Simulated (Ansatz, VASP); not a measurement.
# Al in VASP and in Ansatz

```
Al
1.0
     2.68542    0.00000    0.00000
     0.00000    2.68542    0.00000
     0.00000    0.00000    2.85211
Al
1
Direct
  0.00000 0.00000 0.50000
```

Alike in both runs: functional PBE; k mesh 6 × 6 × 6; occupations gaussian, width 0.1 eV; no spin polarisation.

Ansatz relaxed the structure, and its values are those at the end. VASP's run is a single point on that final structure, the one shown.

|  | VASP | Ansatz |
| --- | --- | --- |
| version | VASP 6.6.1 | Ansatz 0.2.0 |
| potentials or method | VASP PAW PBE potentials, release 64 (Al), cutoff 520 eV | scalar-relativistic, plane waves, PAW |
| valence electrons in the cell | 3 | 3 |

|  | VASP | Ansatz | Ansatz less VASP |
| --- | --- | --- | --- |
| gap on the k mesh at the Fermi level (eV) | none | none | - |
| pressure (GPa) | 0.2 | 0.2 | +0.02 |

A gap of «none» marks a metal or a gap that the smearing closes. The functional is the same, so the differences come from potentials, cutoffs and numerics.

The k mesh is coarse, so the values compare programs but aren't converged.
